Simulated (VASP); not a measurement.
# CuI (I4mm) in VASP: single point with PBEsol

Aim: the single point of CuI with PBEsol.

All numbers are computed with VASP 6.6.1; they aren't measurements. Logs are shortened: lines on timing, memory, paths and dates and some standing lists are left out, and cuts for length are marked.

**1. The cell of the first run**

It takes space group I4mm (No. 107, tetragonal). The conventional cell has a = 4.048 Å, b = 4.048 Å, c = 5.724 Å, α = 90.00°, β = 90.00°, γ = 90.00°. Within 3.7 Å of Cu (site symmetry 4mm) lie 6 I at 2.79 to 2.94 Å. I (site symmetry 4mm) has 6 Cu at 2.79 to 2.94 Å within 3.7 Å.

**2. Single point, PBEsol**

Input file INCAR:

```
  PREC = Accurate
  ENCUT = 520
  EDIFF = 1E-6
  ISMEAR = 0
  SIGMA = 0.15
  LREAL = False
  LASPH = True
  NELM = 80
  ALGO = Normal
  ISIF = 2
  LWAVE = False
  LCHARG = False
  GGA = PS
  NBANDS = 16
```

Input file KPOINTS:

```
regular mesh
0
Gamma
  14 14 14
```

Input file POSCAR:

```
CuI
1.0
    0.0000000000      2.8620890000      2.8620890000
    2.8620890000      0.0000000000      2.8620890000
    2.8620890000      2.8620890000      0.0000000000
Cu I
1 1
Direct
   -0.0131023179     -0.0131023179      0.0131023179
    0.5000000000      0.5000000000      0.5000000000
```

Potentials or basis: VASP PAW PBE potentials, release 64 (Cu, I).

The run is started by

```
$ cat potpaw_PBE.64/Cu/POTCAR potpaw_PBE.64/I/POTCAR > POTCAR
$ mpirun -np 1 vasp_std > vasp.out
```

OUTCAR:

```text
PREC = Accurate
   ENCUT = 520
   EDIFF = 1E-6
   ISMEAR = 0
   LREAL = False
   LASPH = True
   NELM = 80
   ISIF = 2
   GGA = PS

 ion  position               nearest neighbor table
   1  0.987  0.987  0.013-   2 2.79   2 2.86   2 2.86   2 2.86   2 2.86   2 2.94
   2  0.500  0.500  0.500-   1 2.79   1 2.86   1 2.86   1 2.86   1 2.86   1 2.94

  LATTYP: Found a face centered cubic cell.
 ALAT       =     5.7241780000

  Lattice vectors:

 A1 = (   0.0000000000,   2.8620890000,   2.8620890000)
 A2 = (   2.8620890000,   0.0000000000,   2.8620890000)
 A3 = (   2.8620890000,   2.8620890000,   0.0000000000)

Analysis of symmetry for initial positions (statically):
=====================================================================
 Subroutine PRICEL returns:
 Original cell was already a primitive cell.

 Routine SETGRP: Setting up the symmetry group for a
 face centered cubic supercell.

 Subroutine GETGRP returns: Found  8 space group operations
 (whereof  8 operations were pure point group operations)
 out of a pool of 48 trial point group operations.

The static configuration has the point symmetry C_4v.

Analysis of symmetry for dynamics (positions and initial velocities):
=====================================================================
 Subroutine PRICEL returns:
 Original cell was already a primitive cell.

 Routine SETGRP: Setting up the symmetry group for a
 face centered cubic supercell.

 Subroutine GETGRP returns: Found  8 space group operations
 (whereof  8 operations were pure point group operations)
 out of a pool of 48 trial point group operations.

The dynamic configuration has the point symmetry C_4v.

 Subroutine INISYM returns: Found  8 space group operations
 (whereof  8 operations are pure point group operations),
 and found     1 'primitive' translations

----------------------------------------------------------------------------------------

                                     Primitive cell

  volume of cell :      46.8899

  direct lattice vectors                    reciprocal lattice vectors
     0.000000000  2.862089000  2.862089000    -0.174697572  0.174697572  0.174697572
     2.862089000  0.000000000  2.862089000     0.174697572 -0.174697572  0.174697572
     2.862089000  2.862089000  0.000000000     0.174697572  0.174697572 -0.174697572

  length of vectors
[... 75 lines left out ...]
   ICHARG =      2    charge: 1-file 2-atom 10-const
   ISPIN  =      1    spin polarized calculation?
   LNONCOLLINEAR =      F non collinear calculations
   LSORBIT =      F    spin-orbit coupling
   LASPH  =      T    aspherical Exc in radial PAW
   ENCUT  =  520.0 eV  38.22 Ry    6.18 a.u.   7.53  7.53  7.53*2*pi/ulx,y,z
   NELM   =     80;   NELMIN=  2; NELMDL= -5     # of ELM steps
   EDIFF  = 0.1E-05   stopping-criterion for ELM
   LREAL  =      F    real-space projection
   EDIFFG = 0.1E-04   stopping-criterion for IOM
   NSW    =      0    number of steps for IOM
   IBRION =     -1    ionic relax: 0-MD 1-quasi-New 2-CG
   NFREE  =      0    steps in history (QN), initial steepest desc. (CG)
   ISIF   =      2    stress and relaxation
   ISYM   =      2    0-nonsym 1-usesym 2-fastsym
   POTIM  = 0.5000    time-step for ionic-motion
   TEBEG  =    0.0;   TEEND  =   0.0 temperature during run
   PSTRESS=    0.0 pullay stress
   NELECT =      18.0000    total number of electrons
   NUPDOWN=      -1.0000    fix difference up-down
   EMIN   =  10.00;   EMAX   =-10.00  energy-range for DOS
   EFERMI =   0.00;   METHOD = LEGACY
   ISMEAR =     0;   SIGMA  =   0.15  broadening in eV -4-tet -1-fermi 0-gaus
   EFERMI_NEDOS =   21; number of points for ismear=-14 and -15
   IALGO  =     38    algorithm
   IMIX   =      4    mixing-type and parameters
     AMIX     =   0.40;   BMIX     =  1.00
     AMIX_MAG =   1.60;   BMIX_MAG =  1.00
  volume/ion in A,a.u.               =      23.44       158.21
  Fermi-wavevector in a.u.,A,eV,Ry     =   1.189796  2.248389 19.260607  1.415615
  Thomas-Fermi vector in A             =   2.325895
   LORBIT       =      0    0 simple, 1 ext, 2 COOP (PROOUT), +10 PAW based schemes
   GGA     = PS    functional components
   LHFCALC =     F    Hartree Fock is set to
   AEXX    =    0.0000 exact exchange contribution
   IVDW    =     0    specifies the selected vdW correction
   LEPSILON=     F    determine dielectric tensor
   LRPA    =     F    only Hartree local field effects (RPA)
 non-spin polarized calculation
 Gauss-broadening in eV      SIGMA  =   0.15
  energy-cutoff  :      520.00
  volume of cell :       46.89
 maximum number of plane-waves:      1291
   NGX = 15   NGY = 15   NGZ = 15

 number of electron      18.0000001 magnetization

 Free energy of the ion-electron system (eV)
  ---------------------------------------------------
  ext. energy  EPLUGINS =         0.00000000
  ---------------------------------------------------
  free energy    TOTEN  =        -5.89467450 eV

  energy without entropy =       -5.88864766  energy(sigma->0) =       -5.89166108

 E-fermi :   6.0690     XC(G=0): -10.1988

 val. band max:        6.0527410056   @ k =   0.5000   0.0000   0.0000
 cond. band min:       6.1944022152   @ k =   0.4286   0.0714   0.5000
 fundamental gap:      0.1416612096
 Fermi energy:         6.0689797226

 k-point     1 :       0.0000    0.0000    0.0000
  band No.  band energies     occupation
      1      -8.2385      2.00000
      2       3.9364      2.00000
      3       4.0289      2.00000
      4       4.0289      2.00000
      5       4.0774      2.00000
      6       4.0958      2.00000
[... 433 lines left out ...]
      3       2.4970      2.00000
      4       2.5555      2.00000
      5       4.3052      2.00000
      6       4.3099      2.00000
[... 8 lines left out ...]
     15      16.9543      0.00000
     16      18.2854      0.00000

 [... further k-points ...]
[... 5 lines left out ...]
  --------------------------------------------------------------------------------------
  -------------------------------------------------------------------------------------
  Total       -0.9137397     -0.9137397     -0.8432587      0.0000000     -0.0000000      0.0000000
  in kB      -31.2214945    -31.2214945    -28.8132360      0.0000000     -0.0000000      0.0000000
  external PRESSURE =     -30.4187416 kB  Pullay stress =       0.0000000 kB

 VOLUME and BASIS-vectors are now :
 -----------------------------------------------------------------------------
  energy-cutoff  :      520.00
  volume of cell :       46.89
      direct lattice vectors                 reciprocal lattice vectors
     0.000000000  2.862089000  2.862089000    -0.174697572  0.174697572  0.174697572
     2.862089000  0.000000000  2.862089000     0.174697572 -0.174697572  0.174697572
     2.862089000  2.862089000  0.000000000     0.174697572  0.174697572 -0.174697572

 POSITION                                       TOTAL-FORCE (eV/Angst)
 -----------------------------------------------------------------------------------
      2.86209      2.86209      5.64918         0.000000      0.000000     -0.006324
      2.86209      2.86209      2.86209         0.000000      0.000000      0.006324
 -----------------------------------------------------------------------------------
    total drift:                               -0.000002     -0.000002     -0.000314

  FREE ENERGIE OF THE ION-ELECTRON SYSTEM (eV)
  ---------------------------------------------------
  free  energy   TOTEN  =        -5.8946744982 eV

  energy  without entropy=       -5.8886476615  energy(sigma->0) =       -5.89166108
```

OSZICAR:

```text
N       E                     dE             d eps       ncg     rms          rms(c)
DAV:   1     0.970968619140E+02    0.97097E+02   -0.79575E+03  7824   0.128E+03
DAV:   2     0.134953826994E+00   -0.96962E+02   -0.88815E+02  8368   0.235E+02
DAV:   3    -0.601800642187E+01   -0.61530E+01   -0.60182E+01 10520   0.628E+01
DAV:   4    -0.618829914175E+01   -0.17029E+00   -0.17023E+00 10168   0.925E+00
DAV:   5    -0.619316402662E+01   -0.48649E-02   -0.48648E-02 11488   0.156E+00    0.784E+00
DAV:   6    -0.618109258948E+01    0.12071E-01   -0.42636E+00  8096   0.523E+01    0.459E+00
DAV:   7    -0.589455140739E+01    0.28654E+00   -0.11101E+00  8536   0.350E+01    0.214E+00
DAV:   8    -0.589996505394E+01   -0.54136E-02   -0.66378E-02 11760   0.488E+00    0.950E-01
DAV:   9    -0.589463744101E+01    0.53276E-02   -0.18811E-02  9976   0.373E+00    0.202E-01
DAV:  10    -0.589503911951E+01   -0.40168E-03   -0.10990E-03 11424   0.827E-01    0.224E-01
DAV:  11    -0.589466644002E+01    0.37268E-03   -0.15405E-03  9472   0.113E+00    0.287E-02
DAV:  12    -0.589467437163E+01   -0.79316E-05   -0.90240E-05  9712   0.720E-02    0.250E-02
DAV:  13    -0.589467449817E+01   -0.12653E-06   -0.29174E-06 10160   0.141E-02
   1 F= -.58946745E+01 E0= -.58916611E+01  d E =-.602684E-02
```

stdout:

```text
POSCAR found type information on POSCAR CuI
 POSCAR found :  2 types and       2 ions
 scaLAPACK will be used
 -----------------------------------------------------------------------------
|                                                                             |
|                                                                             |
|     You enforced a specific xc type in the INCAR file but a different       |
|     I HOPE YOU KNOW WHAT YOU ARE DOING!                                     |
|                                                                             |
 -----------------------------------------------------------------------------

 LDA part: xc-table for (Slater+PW92), standard interpolation
 POSCAR, INCAR and KPOINTS ok, starting setup
 FFT: planning ... GRIDC
 FFT: planning ... GRID_SOFT
 FFT: planning ... GRID
 WAVECAR not read
 entering main loop
```

Run time: 3.2 min. Hardware: 1 thread of Intel Xeon Platinum 8259CL at 2.50GHz (Skylake/Cascade Lake), shared host; peak memory 0.32 GiB.

Results:

| Item | Value |
| --- | --- |
| Free energy | -5.8947 eV |
| Pressure | -3.0 GPa |
| Largest force | 0.006 eV/Å |
| Band gap on the k mesh | zero (band 9 reaches 6.05 eV, above the bottom of band 10 at 5.57 eV) |

Forces on the atoms (eV/Å):
```
Cu   0.000  0.000 -0.006
I    0.000  0.000  0.006
```

Levels at points of the mesh, in eV from the Fermi level:
```
           k point  band 7  band 8  band 9  band 10  band 11  band 12
(0.00, 0.00, 0.00)   -1.72   -1.72   -1.66     0.79     7.26     7.26
(0.50, 0.00, 0.00)   -1.66   -0.02   -0.02     2.69     4.36     4.37
(0.50, 0.50, 0.00)   -1.68   -1.68   -1.57    -0.50     4.35     9.95
(0.00, 0.50, 0.50)   -1.68   -1.67   -1.56    -0.50     4.33     9.96
```

Caveat: the cell differs from its parent crystal (all Cu atoms moved +0.075 Å, as atom 1 towards its neighbour atom 2 (I) at 2.862 Å); the PAW data sets were made with another functional, which shifts forces and pressure a little; spin-orbit coupling is left out, which moves the levels of the heavy elements; semilocal functionals often make such compounds metallic where correlation or magnetic order opens a gap, which also shifts bond lengths.
